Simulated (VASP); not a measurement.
# BN (Fmm2) in VASP: a series of runs

BN is run at these levels: LDA, PBEsol, r2SCAN; tasks: single point.

Program: VASP 6.6.1. These are calculated values, not measurements. Logs are shortened: lines on timing, memory, paths and dates and some standing lists are left out, and cuts for length are marked.

### Step 1. The cell of the first run

The structure is orthorhombic, space group Fmm2 (No. 42). Conventional cell: a = 2.552 Å, b = 7.128 Å, c = 4.417 Å, α = 90.00°, β = 90.00°, γ = 90.00°. Within 2.0 Å of N (site symmetry mm2) lie 3 B at 1.47 Å. B (site symmetry mm2) has 3 N at 1.47 Å within 2.0 Å.

### Step 2. Single point, LDA

The input, INCAR:

```
SYSTEM = BN
ALGO = Normal
EDIFF = 1E-6
ENCUT = 520
GGA = CA
ISIF = 2
ISMEAR = -1
LASPH = .TRUE.
LCHARG = .TRUE.
LELF = .TRUE.
LREAL = .FALSE.
LVHAR = .TRUE.
LWAVE = .FALSE.
NBANDS = 11
NELM = 60
PREC = Accurate
SIGMA = 0.05
```

The input, KPOINTS:

```
k-points
0
G
  13 13 13
  0 0 0
```

The input, POSCAR:

```
BN
1.0
    0.0000000000      3.5638688387      2.2085744028
    1.2761801381      0.0000000000      2.2085744028
    1.2761801381      3.5638688387      0.0000000000
N B
1 1
Direct
    0.6666513400      0.6666513400      0.3333486600
    0.0000486500      0.0000486500      0.9999513500
```

Potentials or basis: VASP PAW LDA potentials, release 64 (N, B).

Command:

```bash
$ cat potpaw_LDA.64/N/POTCAR potpaw_LDA.64/B/POTCAR > POTCAR
$ mpirun -np 1 vasp_std > vasp.out
```

OUTCAR:

```text
SYSTEM = BN
   EDIFF = 1E-6
   ENCUT = 520
   GGA = CA
   ISIF = 2
   ISMEAR = -1
   LASPH = .TRUE.
   LREAL = .FALSE.
   NELM = 60
   PREC = Accurate

 ion  position               nearest neighbor table
   1  0.667  0.667  0.333-   2 1.47   2 1.47   2 1.47
   2  0.000  0.000  1.000-   1 1.47   1 1.47   1 1.47

  LATTYP: Found a face centered orthorhombic cell.
 ALAT       =     2.5523602762
 B/A-ratio  =     1.7306133647
 C/A-ratio  =     2.7926064137

  Lattice vectors:

 A1 = (   0.0000000000,   3.5638688387,   2.2085744028)
 A2 = (  -1.2761801381,   3.5638688387,   0.0000000000)
 A3 = (  -1.2761801381,   0.0000000000,   2.2085744028)

Analysis of symmetry for initial positions (statically):
=====================================================================
 Subroutine PRICEL returns:
 Original cell was already a primitive cell.

 Routine SETGRP: Setting up the symmetry group for a
 face centered orthorhombic supercell.

 Subroutine GETGRP returns: Found  4 space group operations
 (whereof  4 operations were pure point group operations)
 out of a pool of  8 trial point group operations.

The static configuration has the point symmetry C_2v.

Analysis of symmetry for dynamics (positions and initial velocities):
=====================================================================
 Subroutine PRICEL returns:
 Original cell was already a primitive cell.

 Routine SETGRP: Setting up the symmetry group for a
 face centered orthorhombic supercell.

 Subroutine GETGRP returns: Found  4 space group operations
 (whereof  4 operations were pure point group operations)
 out of a pool of  8 trial point group operations.

The dynamic configuration has the point symmetry C_2v.

 Subroutine INISYM returns: Found  4 space group operations
 (whereof  4 operations are pure point group operations),
 and found     1 'primitive' translations

----------------------------------------------------------------------------------------

                                     Primitive cell

  volume of cell :      20.0898

  direct lattice vectors                    reciprocal lattice vectors
     0.000000000  3.563868839  2.208574403    -0.391794219  0.140296970  0.226390381
     1.276180138  0.000000000  2.208574403     0.391794219 -0.140296970  0.226390381
     1.276180138  3.563868839  0.000000000     0.391794219  0.140296970 -0.226390381

  length of vectors
     4.192727274  2.550771773  3.785471813     0.473749463  0.473749463  0.473749463

  position of ions in fractional coordinates (direct lattice)
     0.666651340  0.666651340  0.333348660
     0.000048650  0.000048650  0.999951350

  ion indices of the primitive-cell ions
   primitive index   ion index
                 1           1
                 2           2

----------------------------------------------------------------------------------------

 KPOINTS: k-points

Automatic generation of k-mesh.
 Grid dimensions read from file:
 generate k-points for:   13   13   13

 Generating k-lattice:

  Cartesian coordinates                     Fractional coordinates (reciprocal lattice)
    -0.030138017  0.010792075  0.017414645     0.076923077  0.000000000  0.000000000
     0.030138017 -0.010792075  0.017414645     0.000000000  0.076923077  0.000000000
     0.030138017  0.010792075 -0.017414645     0.000000000  0.000000000  0.076923077

  Length of vectors
     0.036442266  0.036442266  0.036442266

  Shift w.r.t. Gamma in fractional coordinates (k-lattice)
     0.000000000  0.000000000  0.000000000

 Subroutine IBZKPT returns following result:
 ===========================================

 Found    343 irreducible k-points:

 Following reciprocal coordinates:
            Coordinates               Weight
  0.000000  0.000000  0.000000      1.000000
  0.076923  0.000000  0.000000      8.000000
  0.153846  0.000000  0.000000      8.000000
  0.230769  0.000000  0.000000      8.000000
  0.307692  0.000000  0.000000      8.000000
  0.384615  0.000000 -0.000000      8.000000
[... 16 lines left out ...]
  0.384615  0.153846 -0.000000      8.000000
  0.461538  0.153846  0.000000      8.000000
 [... further k-points ...]
   k-points           NKPTS =    343   k-points in BZ     NKDIM =    343   number of bands    NBANDS=     11
   number of dos      NEDOS =    301   number of ions     NIONS =      2
   total plane-waves  NPLWV =  17920
   dimension x,y,z NGX =    32 NGY =   20 NGZ =   28
   dimension x,y,z NGXF=    64 NGYF=   40 NGZF=   56
   ions per type =               1   1
   NGX,Y,Z   is equivalent  to a cutoff of  12.69, 13.03, 12.30 a.u.
   NGXF,Y,Z  is equivalent  to a cutoff of  25.38, 26.07, 24.59 a.u.
 SYSTEM =  BN
   PREC   = accura    normal or accurate (medium, high low for compatibility)
   ISTART =      0    job   : 0-new  1-cont  2-samecut
   ICHARG =      2    charge: 1-file 2-atom 10-const
   ISPIN  =      1    spin polarized calculation?
   LNONCOLLINEAR =      F non collinear calculations
   LSORBIT =      F    spin-orbit coupling
   LASPH  =      T    aspherical Exc in radial PAW
   ENCUT  =  520.0 eV  38.22 Ry    6.18 a.u.   7.80  4.74  7.04*2*pi/ulx,y,z
   NELM   =     60;   NELMIN=  2; NELMDL= -5     # of ELM steps
   EDIFF  = 0.1E-05   stopping-criterion for ELM
   LREAL  =      F    real-space projection
   EDIFFG = 0.1E-04   stopping-criterion for IOM
   NSW    =      0    number of steps for IOM
   IBRION =     -1    ionic relax: 0-MD 1-quasi-New 2-CG
   NFREE  =      0    steps in history (QN), initial steepest desc. (CG)
   ISIF   =      2    stress and relaxation
   ISYM   =      2    0-nonsym 1-usesym 2-fastsym
   POTIM  = 0.5000    time-step for ionic-motion
   TEBEG  =    0.0;   TEEND  =   0.0 temperature during run
   PSTRESS=    0.0 pullay stress
   NELECT =       8.0000    total number of electrons
   NUPDOWN=      -1.0000    fix difference up-down
   EMIN   =  10.00;   EMAX   =-10.00  energy-range for DOS
   EFERMI =   0.00;   METHOD = LEGACY
   ISMEAR =    -1;   SIGMA  =   0.05  broadening in eV -4-tet -1-fermi 0-gaus
   EFERMI_NEDOS =   21; number of points for ismear=-14 and -15
   IALGO  =     38    algorithm
   IMIX   =      4    mixing-type and parameters
     AMIX     =   0.40;   BMIX     =  1.00
     AMIX_MAG =   1.60;   BMIX_MAG =  1.00
  volume/ion in A,a.u.               =      10.04        67.79
  Fermi-wavevector in a.u.,A,eV,Ry     =   1.204425  2.276032 19.737134  1.450638
  Thomas-Fermi vector in A             =   2.340150
   LORBIT       =      0    0 simple, 1 ext, 2 COOP (PROOUT), +10 PAW based schemes
   GGA     = CA    functional components
   LHFCALC =     F    Hartree Fock is set to
   AEXX    =    0.0000 exact exchange contribution
   IVDW    =     0    specifies the selected vdW correction
   LEPSILON=     F    determine dielectric tensor
   LRPA    =     F    only Hartree local field effects (RPA)
 non-spin polarized calculation
  energy-cutoff  :      520.00
  volume of cell :       20.09
 maximum number of plane-waves:       562
   NGX = 15   NGY =  9   NGZ = 15

 number of electron       8.0000000 magnetization

 Free energy of the ion-electron system (eV)
  ---------------------------------------------------
  ext. energy  EPLUGINS =         0.00000000
  ---------------------------------------------------
  free energy    TOTEN  =       -19.20949665 eV

  energy without entropy =      -19.20949665  energy(sigma->0) =      -19.20949665

 E-fermi :   2.4312     XC(G=0):  -9.9696

 val. band max:        1.4495781529   @ k =   0.4615  -0.3846   0.1538
 cond. band min:       5.1063169828   @ k =   0.0000   0.4615   0.4615
 fundamental gap:      3.6567388299
 Fermi energy:         2.4312461399

 k-point     1 :       0.0000    0.0000    0.0000
  band No.  band energies     occupation
      1     -15.8476      2.00000
      2      -2.8281      2.00000
      3      -0.0398      2.00000
      4      -0.0335      2.00000
      5       5.8915      0.00000
      6      12.3693      0.00000
      7      12.4249      0.00000
      8      13.5684      0.00000
      9      14.8733      0.00000
     10      25.8079      0.00000
     11      26.7860      0.00000

 k-point     2 :       0.0769    0.0000    0.0000
  band No.  band energies     occupation
      1     -15.7344      2.00000
      2      -2.7186      2.00000
      3      -0.4993      2.00000
      4      -0.2479      2.00000
      5       6.1541      0.00000
      6      12.3349      0.00000
      7      12.8614      0.00000
      8      13.1938      0.00000
      9      15.2447      0.00000
     10      25.5863      0.00000
     11      26.1306      0.00000

 k-point     3 :       0.1538    0.0000    0.0000
  band No.  band energies     occupation
      1     -15.4007      2.00000
      2      -2.3937      2.00000
      3      -1.6823      2.00000
      4      -0.7740      2.00000
      5       6.8559      0.00000
      6      12.1086      0.00000
      7      12.2339      0.00000
      8      14.1722      0.00000
      9      16.1732      0.00000
     10      23.2434      0.00000
     11      26.8379      0.00000

 k-point     4 :       0.2308    0.0000    0.0000
  band No.  band energies     occupation
      1     -14.8662      2.00000
      2      -3.2361      2.00000
      3      -1.8388      2.00000
      4      -1.4133      2.00000
      5       7.8200      0.00000
      6      10.7398      0.00000
      7      12.0303      0.00000
      8      16.0562      0.00000
      9      17.3429      0.00000
     10      21.1488      0.00000
     11      25.8814      0.00000
[... 239 lines left out ...]
 k-point    22 :       0.3077    0.1538    0.0000
  band No.  band energies     occupation
      1     -14.5732      2.00000
      2      -3.6747      2.00000
      3      -2.2016      2.00000
      4      -1.3392      2.00000
      5       8.1476      0.00000
      6      10.2382      0.00000
      7      12.9386      0.00000
      8      15.1002      0.00000
      9      18.6968      0.00000
     10      20.1915      0.00000
     11      25.0959      0.00000

 k-point    23 :       0.3846    0.1538   -0.0000
  band No.  band energies     occupation
      1     -13.9098      2.00000
      2      -4.9122      2.00000
      3      -2.9976      2.00000
      4      -0.6141      2.00000
      5       8.3103      0.00000
      6       9.8655      0.00000
      7      13.2478      0.00000
      8      16.0677      0.00000
      9      18.1474      0.00000
     10      20.5116      0.00000
     11      24.3383      0.00000

 k-point    24 :       0.4615    0.1538    0.0000
  band No.  band energies     occupation
      1     -13.2046      2.00000
      2      -6.1027      2.00000
      3      -3.5396      2.00000
      4       0.1705      2.00000
      5       6.9999      0.00000
      6      11.0912      0.00000
      7      13.4302      0.00000
      8      16.4509      0.00000
      9      17.9300      0.00000
     10      21.5046      0.00000
     11      23.2618      0.00000

 [... further k-points ...]
[... 5 lines left out ...]
  --------------------------------------------------------------------------------------
  -------------------------------------------------------------------------------------
  Total       -2.8537550     -0.1712260     -2.8459331      0.0000000      0.0000000      0.0000000
  in kB     -227.5891478    -13.6554042   -226.9653387      0.0000000      0.0000000      0.0000000
  external PRESSURE =    -156.0699636 kB  Pullay stress =       0.0000000 kB

 VOLUME and BASIS-vectors are now :
 -----------------------------------------------------------------------------
  energy-cutoff  :      520.00
  volume of cell :       20.09
      direct lattice vectors                 reciprocal lattice vectors
     0.000000000  3.563868839  2.208574403    -0.391794219  0.140296970  0.226390381
     1.276180138  0.000000000  2.208574403     0.391794219 -0.140296970  0.226390381
     1.276180138  3.563868839  0.000000000     0.391794219  0.140296970 -0.226390381

 POSITION                                       TOTAL-FORCE (eV/Angst)
 -----------------------------------------------------------------------------------
      1.27618      3.56387      2.94470         0.000000      0.000000     -0.007921
      1.27618      3.56387      0.00021         0.000000      0.000000      0.007921
 -----------------------------------------------------------------------------------
    total drift:                               -0.000002      0.000003      0.000038

  FREE ENERGIE OF THE ION-ELECTRON SYSTEM (eV)
  ---------------------------------------------------
  free  energy   TOTEN  =       -19.2094966483 eV

  energy  without entropy=      -19.2094966482  energy(sigma->0) =      -19.20949665
```

It took 69 s on 1 thread of AMD EPYC 7R13 (Zen 3), shared host; peak memory 0.15 GiB.

Results:

```
Free energy            : -19.2095 eV
Pressure               : -15.6 GPa
Largest force          : 0.008 eV/Å
Band gap on the k mesh : 3.66 eV, indirect (least direct gap 4.37 eV)
```

Forces on the atoms (eV/Å):
```
N    0.000  0.000 -0.008
B    0.000  0.000  0.008
```

Stress tensor (GPa, compression positive):
```
-22.76   0.00   0.00
  0.00  -1.37   0.00
  0.00   0.00 -22.70
```

Levels at points of the mesh, in eV from the valence-band top:
```csv
k point,band 1,band 2,band 3,band 4,band 5,band 6,band 7,band 8,band 9
"(0.00, 0.00, 0.00)",-17.30,-4.28,-1.49,-1.48,4.44,10.92,10.98,12.12,13.42
```

### Step 3. Single point, PBEsol

The input, INCAR:

```
SYSTEM = BN
PREC = Accurate ; ENCUT = 520
EDIFF = 1E-7 ; ISMEAR = -1
SIGMA = 0.05 ; LREAL = .FALSE.
LASPH = .TRUE. ; NELM = 80
ALGO = Normal ; ISIF = 2
LWAVE = .FALSE. ; LCHARG = .FALSE.
GGA = PS ; NBANDS = 11
```

The input, KPOINTS:

```
Automatic mesh
0
G
  13 13 13
  0 0 0
```

POSCAR is that of step 2.

Potentials or basis: VASP PAW PBE potentials, release 64 (N, B).

Command:

```bash
$ cat potpaw_PBE.64/N/POTCAR potpaw_PBE.64/B/POTCAR > POTCAR
$ mpirun -np 1 vasp_std > vasp.out
```

Wall time 1.9 min (1 thread of AMD EPYC 7R13 (Zen 3), shared host); peak memory 0.16 GiB.

It converged, with:

| Property | Result |
| --- | --- |
| Free energy | -18.2451 eV |
| Pressure | -11.4 GPa |
| Largest force | 0.007 eV/Å |
| Band gap on the k mesh | 3.75 eV, indirect (least direct gap 4.45 eV) |

Forces on the atoms (eV/Å):
```
N    0.000  0.000 -0.007
B    0.000  0.000  0.007
```

Stress tensor (GPa, compression positive):
```
-17.02   0.00   0.00
  0.00  -0.13   0.00
  0.00   0.00 -16.96
```

Levels at points of the mesh, in eV from the valence-band top:
| k point | band 1 | band 2 | band 3 | band 4 | band 5 | band 6 | band 7 | band 8 | band 9 |
| --- | --- | --- | --- | --- | --- | --- | --- | --- | --- |
| (0.00, 0.00, 0.00) | -17.46 | -4.27 | -1.45 | -1.44 | 4.60 | 11.00 | 11.06 | 12.26 | 13.35 |

Caveat: the PAW data sets were made with another functional, which shifts forces and pressure a little.

### Step 4. Single point, r2SCAN

This run uses another cell than the first one, of 9.48 Å³/atom, 0.943 times its volume.

The input, POSCAR:

```
BN
1.0
    0.0000000000      3.4953158300      2.1660912400
    1.2516321000      0.0000000000      2.1660912400
    1.2516321000      3.4953158300      0.0000000000
N B
1 1
Direct
    0.6666513400      0.6666513400      0.3333486600
    0.0000486500      0.0000486500      0.9999513500
```

The input, INCAR.step1:

```
SYSTEM = BN
  PREC = Accurate
  ENCUT = 520
  ISMEAR = -1
  SIGMA = 0.05
  LREAL = .False.
  LASPH = .True.
  NELM = 80
  NBANDS = 11
  GGA = PE
  ALGO = Normal
  EDIFF = 1E-4
  LWAVE = .True.
  LCHARG = .False.
```

The input, INCAR.step2:

```
SYSTEM = BN
  PREC = Accurate
  ENCUT = 520
  EDIFF = 1E-6
  ISMEAR = -1
  SIGMA = 0.05
  LREAL = .False.
  LASPH = .True.
  NELM = 80
  ALGO = Normal
  ISIF = 2
  LWAVE = .False.
  LCHARG = .False.
  METAGGA = R2SCAN
  LMIXTAU = .True.
  NBANDS = 11
  ISTART = 1
```

The input, KPOINTS:

```
regular mesh
0
Gamma
  13 13 13
  0 0 0
```

Command:

```bash
$ cat potpaw_PBE.64/N/POTCAR potpaw_PBE.64/B/POTCAR > POTCAR
$ cp INCAR.step1 INCAR
$ mpirun -np 1 vasp_std > vasp.out
$ cp INCAR.step2 INCAR
$ mpirun -np 1 vasp_std > vasp.out
```

Run time: 10 min. Hardware: 1 thread of AMD EPYC 7R13 (Zen 3), shared host; peak memory 0.17 GiB.

It converged, with:

```yaml
Free_energy: -19.2955 eV
Pressure: -0.1 GPa
Largest_force: 0.009 eV/Å
Band_gap_on_the_k_mesh: 4.41 eV, indirect (least direct gap 5.35 eV)
```

Forces on the atoms (eV/Å):
```
N    0.000  0.000 -0.009
B    0.000  0.000  0.009
```

Stress tensor (GPa, compression positive):
```
-0.01  0.00  0.00
 0.00 -0.36  0.00
 0.00  0.00 -0.02
```

Levels at points of the mesh, in eV from the valence-band top:
```
           k point  band 1  band 2  band 3  band 4  band 5  band 6  band 7  band 8  band 9
(0.00, 0.00, 0.00)  -18.87   -4.60   -1.45   -1.44    5.18   12.26   12.32   14.24   15.34
```

Caveat: the PAW data sets were made with another functional, which shifts forces and pressure a little. r2SCAN opens gaps a little over a GGA but as a rule still falls short of measured ones.

### Step 5. The runs side by side

| level | potentials or basis | cell | gap on the mesh (eV) | pressure (GPa) | largest force (eV/Å) |
| --- | --- | --- | --- | --- | --- |
| LDA | VASP PAW LDA potentials, release 64 (N, B) | a = 4.193, b = 2.551, c = 3.785 Å, angles 80.3, 36.8, 62.9°, 2 atoms | 3.66 | -15.6 | 0.01 |
| PBEsol | VASP PAW PBE potentials, release 64 (N, B) | a = 4.193, b = 2.551, c = 3.785 Å, angles 80.3, 36.8, 62.9°, 2 atoms | 3.75 | -11.4 | 0.01 |
| r2SCAN | VASP PAW PBE potentials, release 64 (N, B) | a = 4.112, b = 2.502, c = 3.713 Å, angles 80.3, 36.8, 62.9°, 2 atoms | 4.41 | -0.1 | 0.01 |

Alike in all rows: task single point; no spin polarisation; k mesh 13 × 13 × 13; cutoff (eV) 520; smearing fermi-dirac 0.05 eV.

Caveats: the PAW data sets were made with another functional, which shifts forces and pressure a little (some runs).

Total energies depend on the potentials used, so only differences within one code and one set of settings carry meaning.
